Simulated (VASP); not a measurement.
# BN (P1) in VASP: single point with PBE+D3(BJ)

Aim: the single point of BN with PBE+D3(BJ).

Everything below comes from runs of VASP 6.6.1. Logs are shortened: lines on timing, memory, paths and dates and some standing lists are left out, and cuts for length are marked.

## 1. The cell of the first run

The typed cell holds 4 atoms: a = 2.363 Å, b = 2.370 Å, c = 6.174 Å, α = 92.44°, β = 97.35°, γ = 118.55°.

## 2. Single point, PBE+D3(BJ) (atoms moved at random and the cell strained at random)

INCAR reads:

```
PREC = Accurate
ENCUT = 520
EDIFF = 1E-6
ISMEAR = 0
SIGMA = 0.05
LREAL = False
LASPH = True
NELM = 100
ALGO = Normal
ISIF = 2
LWAVE = False
LCHARG = True
GGA = PE
IVDW = 12
LELF = True
LVHAR = True
NBANDS = 16
```

KPOINTS reads:

```
Automatic mesh
0
Gamma
  12 12 4
```

POSCAR reads:

```
BN
1.0
    2.3585530932      0.0237742699     -0.1501162170
   -1.1586874249      2.0663399292     -0.0488690033
   -0.3962978442     -0.3777720257      6.1498506859
B N
2 2
Direct
    0.3323439307      0.6561916907      0.2514268853
    0.6469961085      0.3211689361      0.7412570477
    0.3361399224      0.6797612840      0.7546222517
    0.6845200385      0.3428780891      0.2526938153
```

Potentials or basis: VASP PAW PBE potentials, release 64 (B, N).

The run is started by

```
cat potpaw_PBE.64/B/POTCAR potpaw_PBE.64/N/POTCAR > POTCAR
mpirun -np 1 vasp_std > vasp.out
```

OUTCAR:

```text
PREC = Accurate
   ENCUT = 520
   EDIFF = 1E-6
   ISMEAR = 0
   LREAL = False
   LASPH = True
   NELM = 100
   ISIF = 2
   GGA = PE
   IVDW = 12
 IVDW          = 12

 ion  position               nearest neighbor table
   1  0.332  0.656  0.251-   4 1.35   4 1.35   4 1.43
   2  0.647  0.321  0.741-   3 1.35   3 1.37   3 1.42
   3  0.336  0.680  0.755-   2 1.35   2 1.37   2 1.42
   4  0.685  0.343  0.253-   1 1.35   1 1.35   1 1.43

  LATTYP: Found a triclinic cell.
 ALAT       =     2.3634451100
 B/A-ratio  =     3.5541473860
 C/A-ratio  =     1.0231813032
 COS(alpha) =     0.0192906675
 COS(beta)  =     0.5090682698
 COS(gamma) =     0.6034975771

  Lattice vectors:

 A1 = (  -2.3585530932,  -0.0237742699,   0.1501162170)
 A2 = (  -5.4794957671,   2.3965634151,  -5.8984872552)
 A3 = (  -1.1998656683,  -2.0901141991,   0.1989852203)

Analysis of symmetry for initial positions (statically):
=====================================================================
 Subroutine PRICEL returns:
 Original cell was already a primitive cell.

 Routine SETGRP: Setting up the symmetry group for a
 triclinic supercell.

 Subroutine GETGRP returns: Found  1 space group operations
 (whereof  1 operations were pure point group operations)
 out of a pool of  2 trial point group operations.

The static configuration has the point symmetry C_1 .

Analysis of symmetry for dynamics (positions and initial velocities):
=====================================================================
 Subroutine PRICEL returns:
 Original cell was already a primitive cell.

 Routine SETGRP: Setting up the symmetry group for a
 triclinic supercell.

 Subroutine GETGRP returns: Found  1 space group operations
 (whereof  1 operations were pure point group operations)
 out of a pool of  2 trial point group operations.

The dynamic configuration has the point symmetry C_1 .

 Subroutine INISYM returns: Found  1 space group operations
 (whereof  1 operations are pure point group operations),
 and found     1 'primitive' translations

----------------------------------------------------------------------------------------

                                     Primitive cell

  volume of cell :      29.9094

  direct lattice vectors                    reciprocal lattice vectors
     2.358553093  0.023774270 -0.150116217     0.424254794  0.238891895  0.042013692
    -1.158687425  2.066339929 -0.048869003    -0.002992317  0.482966635  0.029474770
    -0.396297844 -0.377772026  6.149850686     0.010332168  0.009669120  0.163865334

  length of vectors
     2.363445110  2.369536966  6.174174207     0.488698903  0.483874453  0.164475206

  position of ions in fractional coordinates (direct lattice)
     0.332343931  0.656191691  0.251426885
     0.646996108  0.321168936  0.741257048
     0.336139922  0.679761284  0.754622252
     0.684520038  0.342878089  0.252693815

  ion indices of the primitive-cell ions
   primitive index   ion index
                 1           1
                 2           2
                 3           3
                 4           4

----------------------------------------------------------------------------------------

 KPOINTS: Automatic mesh

Automatic generation of k-mesh.
 Grid dimensions read from file:
 generate k-points for:   12   12    4

 Generating k-lattice:

  Cartesian coordinates                     Fractional coordinates (reciprocal lattice)
     0.035354566  0.019907658  0.003501141     0.083333333 -0.000000000  0.000000000
    -0.000249360  0.040247220  0.002456231     0.000000000  0.083333333 -0.000000000
     0.002583042  0.002417280  0.040966334     0.000000000  0.000000000  0.250000000

  Length of vectors
     0.040724909  0.040322871  0.041118802

  Shift w.r.t. Gamma in fractional coordinates (k-lattice)
     0.000000000  0.000000000  0.000000000

 Subroutine IBZKPT returns following result:
 ===========================================

 Found    292 irreducible k-points:

 Following reciprocal coordinates:
            Coordinates               Weight
  0.000000  0.000000  0.000000      1.000000
  0.083333  0.000000  0.000000      2.000000
  0.166667  0.000000  0.000000      2.000000
  0.250000  0.000000  0.000000      2.000000
  0.333333  0.000000  0.000000      2.000000
  0.416667  0.000000  0.000000      2.000000
[... 16 lines left out ...]
  0.250000  0.166667  0.000000      2.000000
  0.333333  0.166667  0.000000      2.000000
 [... further k-points ...]
   k-points           NKPTS =    292   k-points in BZ     NKDIM =    292   number of bands    NBANDS=     16
   number of dos      NEDOS =    301   number of ions     NIONS =      4
   total plane-waves  NPLWV =  15552
   dimension x,y,z NGX =    18 NGY =   18 NGZ =   48
   dimension x,y,z NGXF=    36 NGYF=   36 NGZF=   96
   ions per type =               2   2
   NGX,Y,Z   is equivalent  to a cutoff of  12.66, 12.63, 12.92 a.u.
   NGXF,Y,Z  is equivalent  to a cutoff of  25.32, 25.26, 25.85 a.u.
 SYSTEM =  unknown system
   PREC   = accura    normal or accurate (medium, high low for compatibility)
   ISTART =      0    job   : 0-new  1-cont  2-samecut
   ICHARG =      2    charge: 1-file 2-atom 10-const
   ISPIN  =      1    spin polarized calculation?
   LNONCOLLINEAR =      F non collinear calculations
   LSORBIT =      F    spin-orbit coupling
   LASPH  =      T    aspherical Exc in radial PAW
   ENCUT  =  520.0 eV  38.22 Ry    6.18 a.u.   4.39  4.41 11.48*2*pi/ulx,y,z
   NELM   =    100;   NELMIN=  2; NELMDL= -5     # of ELM steps
   EDIFF  = 0.1E-05   stopping-criterion for ELM
   LREAL  =      F    real-space projection
   EDIFFG = 0.1E-04   stopping-criterion for IOM
   NSW    =      0    number of steps for IOM
   IBRION =     -1    ionic relax: 0-MD 1-quasi-New 2-CG
   NFREE  =      0    steps in history (QN), initial steepest desc. (CG)
   ISIF   =      2    stress and relaxation
   ISYM   =      2    0-nonsym 1-usesym 2-fastsym
   POTIM  = 0.5000    time-step for ionic-motion
   TEBEG  =    0.0;   TEEND  =   0.0 temperature during run
   PSTRESS=    0.0 pullay stress
   NELECT =      16.0000    total number of electrons
   NUPDOWN=      -1.0000    fix difference up-down
   EMIN   =  10.00;   EMAX   =-10.00  energy-range for DOS
   EFERMI =   0.00;   METHOD = LEGACY
   ISMEAR =     0;   SIGMA  =   0.05  broadening in eV -4-tet -1-fermi 0-gaus
   EFERMI_NEDOS =   21; number of points for ismear=-14 and -15
   IALGO  =     38    algorithm
   IMIX   =      4    mixing-type and parameters
     AMIX     =   0.40;   BMIX     =  1.00
     AMIX_MAG =   1.60;   BMIX_MAG =  1.00
  volume/ion in A,a.u.               =       7.48        50.46
  Fermi-wavevector in a.u.,A,eV,Ry     =   1.328961  2.511371 24.029742  1.766136
  Thomas-Fermi vector in A             =   2.458159
   LORBIT       =      0    0 simple, 1 ext, 2 COOP (PROOUT), +10 PAW based schemes
   GGA     = PE    functional components
   LHFCALC =     F    Hartree Fock is set to
   AEXX    =    0.0000 exact exchange contribution
   IVDW    =    12    specifies the selected vdW correction
   LEPSILON=     F    determine dielectric tensor
   LRPA    =     F    only Hartree local field effects (RPA)
 non-spin polarized calculation
 Gauss-broadening in eV      SIGMA  =   0.05
  energy-cutoff  :      520.00
  volume of cell :       29.91
 maximum number of plane-waves:       827
 NGX is ok and might be reduce to    18
   NGX =  9   NGY =  9   NGZ = 23

 number of electron      15.9999998 magnetization

 Free energy of the ion-electron system (eV)
  ---------------------------------------------------
  ext. energy  EPLUGINS =         0.00000000
  ---------------------------------------------------
  free energy    TOTEN  =       -34.10979012 eV

  energy without entropy =      -34.10979012  energy(sigma->0) =      -34.10979012

 E-fermi :   4.3638     XC(G=0): -10.9893

 val. band max:        4.0467926968   @ k =   0.3333   0.3333   0.5000
 cond. band min:       7.8131681083   @ k =   0.5000   0.0000   0.5000
 fundamental gap:      3.7663754115
 Fermi energy:         4.3637987600

 k-point     1 :       0.0000    0.0000    0.0000
  band No.  band energies     occupation
      1     -15.1038      2.00000
      2     -14.5660      2.00000
      3      -3.7112      2.00000
      4      -0.6376      2.00000
      5       2.0186      2.00000
      6       2.0771      2.00000
[... 8 lines left out ...]
     15      18.8005      0.00000
     16      19.4470      0.00000

 k-point     2 :       0.0833    0.0000    0.0000
  band No.  band energies     occupation
      1     -14.9516      2.00000
      2     -14.4258      2.00000
      3      -3.4922      2.00000
      4      -0.4717      2.00000
      5       1.4664      2.00000
      6       1.7644      2.00000
[... 8 lines left out ...]
     15      18.2584      0.00000
     16      19.7574      0.00000

 k-point     3 :       0.1667    0.0000    0.0000
  band No.  band energies     occupation
      1     -14.5022      2.00000
      2     -14.0114      2.00000
      3      -2.8432      2.00000
      4      -0.0078      2.00000
      5       0.0603      2.00000
      6       0.6575      2.00000
[... 8 lines left out ...]
     15      19.7393      0.00000
     16      20.6892      0.00000

 k-point     4 :       0.2500    0.0000    0.0000
  band No.  band energies     occupation
      1     -13.7826      2.00000
      2     -13.3476      2.00000
      3      -1.8670      2.00000
      4      -1.7242      2.00000
      5      -1.3167      2.00000
      6       0.6422      2.00000
[... 8 lines left out ...]
     15      21.0616      0.00000
     16      21.7894      0.00000
[... 324 lines left out ...]
 k-point    22 :       0.1667    0.1667    0.0000
  band No.  band energies     occupation
      1     -13.3931      2.00000
      2     -12.9957      2.00000
      3      -1.9553      2.00000
      4      -1.9238      2.00000
      5      -1.2033      2.00000
      6      -0.3064      2.00000
[... 8 lines left out ...]
     15      20.4613      0.00000
     16      21.6371      0.00000

 k-point    23 :       0.2500    0.1667    0.0000
  band No.  band energies     occupation
      1     -12.5073      2.00000
      2     -12.1905      2.00000
      3      -3.5388      2.00000
      4      -3.3083      2.00000
      5      -1.2965      2.00000
      6      -1.0838      2.00000
[... 8 lines left out ...]
     15      20.8164      0.00000
     16      22.7959      0.00000

 k-point    24 :       0.3333    0.1667    0.0000
  band No.  band energies     occupation
      1     -11.6023      2.00000
      2     -11.3809      2.00000
      3      -4.9331      2.00000
      4      -4.7090      2.00000
      5      -1.8641      2.00000
      6      -1.5640      2.00000
[... 8 lines left out ...]
     15      20.6113      0.00000
     16      23.1970      0.00000

 [... further k-points ...]

------------------------ aborting loop because EDIFF is reached ----------------------------------------

 Edisp (eV)   -0.68336

 E8    (eV) :    -0.2020

  FORCE on cell =-STRESS in cart. coord.  units (eV):
  Direction    XX          YY          ZZ          XY          YZ          ZX
  --------------------------------------------------------------------------------------
  -------------------------------------------------------------------------------------
  Total      15.86460    12.63101     0.99179    -2.12420    -0.61065    -0.76199
  in kB     849.82876   676.61312    53.12809  -113.78851   -32.71117   -40.81806
  external pressure =      526.52 kB  Pullay stress =        0.00 kB

 VOLUME and BASIS-vectors are now :
 -----------------------------------------------------------------------------
  energy-cutoff  :      520.00
  volume of cell :       29.91
      direct lattice vectors                 reciprocal lattice vectors
     2.358553093  0.023774270 -0.150116217     0.424254794  0.238891895  0.042013692
    -1.158687425  2.066339929 -0.048869003    -0.002992317  0.482966635  0.029474770
    -0.396297844 -0.377772026  6.149850686     0.010332168  0.009669120  0.163865334

 POSITION                                       TOTAL-FORCE (eV/Angst)
 -----------------------------------------------------------------------------------
     -0.07611      1.26883      1.46428         0.715066      2.688336     -0.238940
      0.86008      0.39900      4.44580         1.273093      2.236078      0.738796
     -0.29388      1.12753      4.55713        -1.215854     -2.223634     -0.680113
      1.11705      0.62932      1.43452        -0.772304     -2.700779      0.180258
 -----------------------------------------------------------------------------------
    total drift:                                0.000045     -0.000316      0.000599

  FREE ENERGIE OF THE ION-ELECTRON SYSTEM (eV)
  ---------------------------------------------------
  free  energy   TOTEN  =       -34.7931523626 eV

  energy  without entropy=      -34.7931523626  energy(sigma->0) =      -34.79315236
```

It took 2.5 min on 1 thread of Intel Xeon 8259CL, shared host; peak memory 0.24 GiB.

What came out:

| Item | Value |
| --- | --- |
| Free energy | -34.7932 eV |
| Pressure | 52.7 GPa |
| Largest force | 2.815 eV/Å |
| Band gap on the k mesh | 3.77 eV (least direct gap 4.00 eV) |
| Dispersion energy per atom | -0.171 eV |

Forces on the atoms (eV/Å):
```
B    0.715  2.688 -0.239
B    1.273  2.236  0.739
N   -1.216 -2.224 -0.680
N   -0.772 -2.701  0.180
```

Stress tensor (GPa, compression positive):
```
 84.98 -11.38  -4.08
-11.38  67.66  -3.27
 -4.08  -3.27   5.31
```

Caveat: the cell differs from its parent crystal (atoms moved at random and the cell strained at random); the cell stands under pressure; forces of over 1 eV/Å act on the atoms, so gaps and moduli don't describe the material at rest.
